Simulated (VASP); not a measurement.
# TiO2 (Pbcn) in VASP: a series of runs

Runs on TiO2. Level: LDA. Tasks: single point.

Everything below comes from runs of VASP 6.6.1. Logs are shortened: lines on timing, memory, paths and dates and some standing lists are left out, and cuts for length are marked.

### Step 1. The cell of the first run

Symmetry: Pbcn, No. 60, orthorhombic system. The conventional cell has a = 4.504 Å, b = 5.449 Å, c = 4.847 Å, α = 90.00°, β = 90.00°, γ = 90.00°. Ti (site symmetry 2) has 6 O at 1.86 to 2.06 Å within 2.5 Å. Within 3.0 Å of O (site symmetry 1) lie 3 Ti at 1.86 to 2.06 Å and 12 O at 2.55 to 2.94 Å.

### Step 2. Single point, LDA

The input, INCAR:

```
SYSTEM = TiO2
ALGO = Normal
EDIFF = 1E-6
ENCUT = 520
ISIF = 2
ISMEAR = 0
LASPH = .TRUE.
LCHARG = .TRUE.
LELF = .TRUE.
LREAL = .FALSE.
LVHAR = .TRUE.
LWAVE = .FALSE.
NBANDS = 60
NELM = 60
PREC = Accurate
SIGMA = 0.02
```

The input, KPOINTS:

```
k-points
0
G
  6 4 6
  0 0 0
```

The input, POSCAR:

```
TiO2
1.0
    4.5044218125      0.0000000000      0.0000000000
    0.0000000000      5.4488189261      0.0000000000
    0.0000000000      0.0000000000      4.8474550842
Ti O
4 8
Direct
    0.5000000000      0.6738846123      0.7500000000
    0.0000000000      0.8261153877      0.2500000000
    0.5000000000      0.3261153877      0.2500000000
    0.0000000000      0.1738846123      0.7500000000
    0.7282388671      0.6180172804      0.0815591581
    0.2282388671      0.8819827196      0.9184408419
    0.7717611329      0.8819827196      0.5815591581
    0.2717611329      0.6180172804      0.4184408419
    0.7282388671      0.3819827196      0.5815591581
    0.2282388671      0.1180172804      0.4184408419
    0.7717611329      0.1180172804      0.0815591581
    0.2717611329      0.3819827196      0.9184408419
```

Potentials or basis: VASP PAW LDA potentials, release 64 (Ti_sv, O).

The run is started by

```
> cat potpaw_LDA.64/Ti_sv/POTCAR potpaw_LDA.64/O/POTCAR > POTCAR
> mpirun -np 1 vasp_std > vasp.out
```

OUTCAR:

```text
SYSTEM = TiO2
   EDIFF = 1E-6
   ENCUT = 520
   ISIF = 2
   ISMEAR = 0
   LASPH = .TRUE.
   LREAL = .FALSE.
   NELM = 60
   PREC = Accurate

 ion  position               nearest neighbor table
   1  0.500  0.674  0.750-   6 1.86   7 1.86   5 1.93   8 1.93   9 2.06  12 2.06
   2  0.000  0.826  0.250-   5 1.86   8 1.86   7 1.93   6 1.93  10 2.06  11 2.06
   3  0.500  0.326  0.250-  10 1.86  11 1.86   9 1.93  12 1.93   5 2.06   8 2.06
   4  0.000  0.174  0.750-   9 1.86  12 1.86  11 1.93  10 1.93   6 2.06   7 2.06
   5  0.728  0.618  0.082-   2 1.86   1 1.93   3 2.06
   6  0.228  0.882  0.918-   1 1.86   2 1.93   4 2.06
   7  0.772  0.882  0.582-   1 1.86   2 1.93   4 2.06
   8  0.272  0.618  0.418-   2 1.86   1 1.93   3 2.06
   9  0.728  0.382  0.582-   4 1.86   3 1.93   1 2.06
  10  0.228  0.118  0.418-   3 1.86   4 1.93   2 2.06
  11  0.772  0.118  0.082-   3 1.86   4 1.93   2 2.06
  12  0.272  0.382  0.918-   4 1.86   3 1.93   1 2.06

  LATTYP: Found a simple orthorhombic cell.
 ALAT       =     4.5044218125
 B/A-ratio  =     1.0761547843
 C/A-ratio  =     1.2096600081

  Lattice vectors:

 A1 = (  -4.5044218125,   0.0000000000,   0.0000000000)
 A2 = (   0.0000000000,   0.0000000000,   4.8474550842)
 A3 = (   0.0000000000,   5.4488189261,   0.0000000000)

Analysis of symmetry for initial positions (statically):
=====================================================================
 Subroutine PRICEL returns:
 Original cell was already a primitive cell.

 Routine SETGRP: Setting up the symmetry group for a
 simple orthorhombic supercell.

 Subroutine GETGRP returns: Found  8 space group operations
 (whereof  2 operations were pure point group operations)
 out of a pool of  8 trial point group operations.

The static configuration has the point symmetry S_2 .
 The point group associated with its full space group is D_2h.

Analysis of symmetry for dynamics (positions and initial velocities):
=====================================================================
 Subroutine PRICEL returns:
 Original cell was already a primitive cell.

 Routine SETGRP: Setting up the symmetry group for a
 simple orthorhombic supercell.

 Subroutine GETGRP returns: Found  8 space group operations
 (whereof  2 operations were pure point group operations)
 out of a pool of  8 trial point group operations.

The dynamic configuration has the point symmetry S_2 .
 The point group associated with its full space group is D_2h.

 Subroutine INISYM returns: Found  8 space group operations
 (whereof  2 operations are pure point group operations),
 and found     1 'primitive' translations

----------------------------------------------------------------------------------------

                                     Primitive cell

  volume of cell :     118.9749

  direct lattice vectors                    reciprocal lattice vectors
     4.504421813  0.000000000  0.000000000     0.222004075  0.000000000  0.000000000
     0.000000000  5.448818926  0.000000000     0.000000000  0.183526011  0.000000000
     0.000000000  0.000000000  4.847455084     0.000000000  0.000000000  0.206293815

  length of vectors
     4.504421813  5.448818926  4.847455084     0.222004075  0.183526011  0.206293815

  position of ions in fractional coordinates (direct lattice)
     0.500000000  0.673884612  0.750000000
     0.000000000  0.826115388  0.250000000
     0.500000000  0.326115388  0.250000000
     0.000000000  0.173884612  0.750000000
     0.728238867  0.618017280  0.081559158
     0.228238867  0.881982720  0.918440842
     0.771761133  0.881982720  0.581559158
     0.271761133  0.618017280  0.418440842
     0.728238867  0.381982720  0.581559158
     0.228238867  0.118017280  0.418440842
     0.771761133  0.118017280  0.081559158
     0.271761133  0.381982720  0.918440842

  ion indices of the primitive-cell ions
   primitive index   ion index
                 1           1
                 2           2
                 3           3
                 4           4
                 5           5
                 6           6
                 7           7
                 8           8
                 9           9
                10          10
                11          11
                12          12

----------------------------------------------------------------------------------------

 KPOINTS: k-points

Automatic generation of k-mesh.
 Grid dimensions read from file:
 generate k-points for:    6    4    6

 Generating k-lattice:

  Cartesian coordinates                     Fractional coordinates (reciprocal lattice)
     0.037000679  0.000000000  0.000000000     0.166666667  0.000000000  0.000000000
     0.000000000  0.045881503  0.000000000     0.000000000  0.250000000  0.000000000
     0.000000000  0.000000000  0.034382302     0.000000000  0.000000000  0.166666667

  Length of vectors
     0.037000679  0.045881503  0.034382302

  Shift w.r.t. Gamma in fractional coordinates (k-lattice)
     0.000000000  0.000000000  0.000000000

 Subroutine IBZKPT returns following result:
 ===========================================

 Found     48 irreducible k-points:

 Following reciprocal coordinates:
            Coordinates               Weight
  0.000000  0.000000  0.000000      1.000000
  0.166667  0.000000  0.000000      2.000000
  0.333333  0.000000  0.000000      2.000000
  0.500000  0.000000  0.000000      1.000000
  0.000000  0.250000  0.000000      2.000000
  0.166667  0.250000  0.000000      4.000000
[... 16 lines left out ...]
  0.333333  0.500000  0.166667      4.000000
  0.500000  0.500000  0.166667      2.000000
 [... further k-points ...]
   k-points           NKPTS =     48   k-points in BZ     NKDIM =     48   number of bands    NBANDS=     60
   number of dos      NEDOS =    301   number of ions     NIONS =     12
   total plane-waves  NPLWV =  54432
   dimension x,y,z NGX =    36 NGY =   42 NGZ =   36
   dimension x,y,z NGXF=    72 NGYF=   84 NGZF=   72
   ions per type =               4   8
   NGX,Y,Z   is equivalent  to a cutoff of  13.29, 12.81, 12.35 a.u.
   NGXF,Y,Z  is equivalent  to a cutoff of  26.57, 25.63, 24.69 a.u.
 SYSTEM =  TiO2
   PREC   = accura    normal or accurate (medium, high low for compatibility)
   ISTART =      0    job   : 0-new  1-cont  2-samecut
   ICHARG =      2    charge: 1-file 2-atom 10-const
   ISPIN  =      1    spin polarized calculation?
   LNONCOLLINEAR =      F non collinear calculations
   LSORBIT =      F    spin-orbit coupling
   LASPH  =      T    aspherical Exc in radial PAW
   ENCUT  =  520.0 eV  38.22 Ry    6.18 a.u.   8.38 10.13  9.01*2*pi/ulx,y,z
   NELM   =     60;   NELMIN=  2; NELMDL= -5     # of ELM steps
   EDIFF  = 0.1E-05   stopping-criterion for ELM
   LREAL  =      F    real-space projection
   EDIFFG = 0.1E-04   stopping-criterion for IOM
   NSW    =      0    number of steps for IOM
   IBRION =     -1    ionic relax: 0-MD 1-quasi-New 2-CG
   NFREE  =      0    steps in history (QN), initial steepest desc. (CG)
   ISIF   =      2    stress and relaxation
   ISYM   =      2    0-nonsym 1-usesym 2-fastsym
   POTIM  = 0.5000    time-step for ionic-motion
   TEBEG  =    0.0;   TEEND  =   0.0 temperature during run
   PSTRESS=    0.0 pullay stress
   NELECT =      96.0000    total number of electrons
   NUPDOWN=      -1.0000    fix difference up-down
   EMIN   =  10.00;   EMAX   =-10.00  energy-range for DOS
   EFERMI =   0.00;   METHOD = LEGACY
   ISMEAR =     0;   SIGMA  =   0.02  broadening in eV -4-tet -1-fermi 0-gaus
   EFERMI_NEDOS =   21; number of points for ismear=-14 and -15
   IALGO  =     38    algorithm
   IMIX   =      4    mixing-type and parameters
     AMIX     =   0.40;   BMIX     =  1.00
     AMIX_MAG =   1.60;   BMIX_MAG =  1.00
  volume/ion in A,a.u.               =       9.91        66.91
  Fermi-wavevector in a.u.,A,eV,Ry     =   1.524100  2.880132 31.604718  2.322881
  Thomas-Fermi vector in A             =   2.632453
   LORBIT       =      0    0 simple, 1 ext, 2 COOP (PROOUT), +10 PAW based schemes
   GGA     = CA    functional components
   LHFCALC =     F    Hartree Fock is set to
   AEXX    =    0.0000 exact exchange contribution
   IVDW    =     0    specifies the selected vdW correction
   LEPSILON=     F    determine dielectric tensor
   LRPA    =     F    only Hartree local field effects (RPA)
 non-spin polarized calculation
 Gauss-broadening in eV      SIGMA  =   0.02
  energy-cutoff  :      520.00
  volume of cell :      118.97
 maximum number of plane-waves:      3224
 NGX is ok and might be reduce to    36
   NGX = 17   NGY = 21   NGZ = 19

 number of electron      95.9999994 magnetization

 Free energy of the ion-electron system (eV)
  ---------------------------------------------------
  ext. energy  EPLUGINS =         0.00000000
  ---------------------------------------------------
  free energy    TOTEN  =      -117.65771627 eV

  energy without entropy =     -117.65771627  energy(sigma->0) =     -117.65771627

 E-fermi :   4.9172     XC(G=0): -12.2820

 val. band max:        4.6828127460   @ k =   0.0000   0.0000   0.0000
 cond. band min:       7.3280528042   @ k =   0.0000   0.0000   0.5000
 fundamental gap:      2.6452400582
 Fermi energy:         4.9171658566

 k-point     1 :       0.0000    0.0000    0.0000
  band No.  band energies     occupation
      1     -50.8733      2.00000
      2     -50.8448      2.00000
      3     -50.8351      2.00000
      4     -50.8280      2.00000
      5     -27.7810      2.00000
      6     -27.6755      2.00000
[... 52 lines left out ...]
     59       9.2753      0.00000
     60       9.5698      0.00000

 k-point     2 :       0.1667    0.0000    0.0000
  band No.  band energies     occupation
      1     -50.8714      2.00000
      2     -50.8467      2.00000
      3     -50.8346      2.00000
      4     -50.8284      2.00000
      5     -27.7681      2.00000
      6     -27.6691      2.00000
[... 52 lines left out ...]
     59       9.1850      0.00000
     60       9.4144      0.00000

 k-point     3 :       0.3333    0.0000    0.0000
  band No.  band energies     occupation
      1     -50.8662      2.00000
      2     -50.8519      2.00000
      3     -50.8333      2.00000
      4     -50.8297      2.00000
      5     -27.7325      2.00000
      6     -27.6466      2.00000
[... 1312 lines left out ...]
     59       9.0807      0.00000
     60       9.0996      0.00000

 k-point    24 :       0.5000    0.5000    0.1667
  band No.  band energies     occupation
      1     -50.8569      2.00000
      2     -50.8569      2.00000
      3     -50.8335      2.00000
      4     -50.8335      2.00000
      5     -27.7198      2.00000
      6     -27.7198      2.00000
[... 52 lines left out ...]
     59       8.9366      0.00000
     60       8.9366      0.00000

 [... further k-points ...]

------------------------ aborting loop because EDIFF is reached ----------------------------------------

  FORCE on cell =-STRESS in cart. coord.  units (eV):
  Direction    XX          YY          ZZ          XY          YZ          ZX
  --------------------------------------------------------------------------------------
  -------------------------------------------------------------------------------------
  Total        0.3321598      0.1478381      0.3641366      0.0000000      0.0000000      0.0000000
  in kB        4.4730366      1.9908646      4.9036524      0.0000000      0.0000000      0.0000000
  external PRESSURE =       3.7891845 kB  Pullay stress =       0.0000000 kB

 VOLUME and BASIS-vectors are now :
 -----------------------------------------------------------------------------
  energy-cutoff  :      520.00
  volume of cell :      118.97
      direct lattice vectors                 reciprocal lattice vectors
     4.504421813  0.000000000  0.000000000     0.222004075  0.000000000  0.000000000
     0.000000000  5.448818926  0.000000000     0.000000000  0.183526011  0.000000000
     0.000000000  0.000000000  4.847455084     0.000000000  0.000000000  0.206293815

 POSITION                                       TOTAL-FORCE (eV/Angst)
 -----------------------------------------------------------------------------------
      2.25221      3.67188      3.63559         0.000000     -0.061286     -0.000000
      0.00000      4.50135      1.21186         0.000000      0.061286     -0.000000
      2.25221      1.77694      1.21186         0.000000      0.061286     -0.000000
      0.00000      0.94747      3.63559         0.000000     -0.061286     -0.000000
      3.28030      3.36746      0.39535        -0.018825     -0.044680     -0.001638
      1.02808      4.80576      4.45210        -0.018825      0.044680      0.001638
      3.47634      4.80576      2.81908         0.018825      0.044680     -0.001638
      1.22413      3.36746      2.02837         0.018825     -0.044680      0.001638
      3.28030      2.08135      2.81908        -0.018825      0.044680     -0.001638
      1.02808      0.64305      2.02837        -0.018825     -0.044680      0.001638
      3.47634      0.64305      0.39535         0.018825     -0.044680     -0.001638
      1.22413      2.08135      4.45210         0.018825      0.044680      0.001638
 -----------------------------------------------------------------------------------
    total drift:                                0.000000      0.000000      0.000000

  FREE ENERGIE OF THE ION-ELECTRON SYSTEM (eV)
  ---------------------------------------------------
  free  energy   TOTEN  =      -117.6577162660 eV

  energy  without entropy=     -117.6577162660  energy(sigma->0) =     -117.65771627
```

Wall time 3.5 min (1 thread of Intel Xeon Platinum 8488C (Sapphire Rapids), shared host); peak memory 0.35 GiB.

Results:

```
Free energy            : -117.6577 eV
Pressure               : 0.4 GPa
Largest force          : 0.061 eV/Å
Band gap on the k mesh : 2.65 eV (least direct gap 2.71 eV)
```

Forces on the atoms (eV/Å):
```
Ti   0.000 -0.061  0.000
Ti   0.000  0.061  0.000
Ti   0.000  0.061  0.000
Ti   0.000 -0.061  0.000
O   -0.019 -0.045 -0.002
O   -0.019  0.045  0.002
O    0.019  0.045 -0.002
O    0.019 -0.045  0.002
O   -0.019  0.045 -0.002
O   -0.019 -0.045  0.002
O    0.019 -0.045 -0.002
O    0.019  0.045  0.002
```

Stress tensor (GPa, compression positive):
```
0.45 0.00 0.00
0.00 0.20 0.00
0.00 0.00 0.49
```

(Continued in part 2 of 2.)
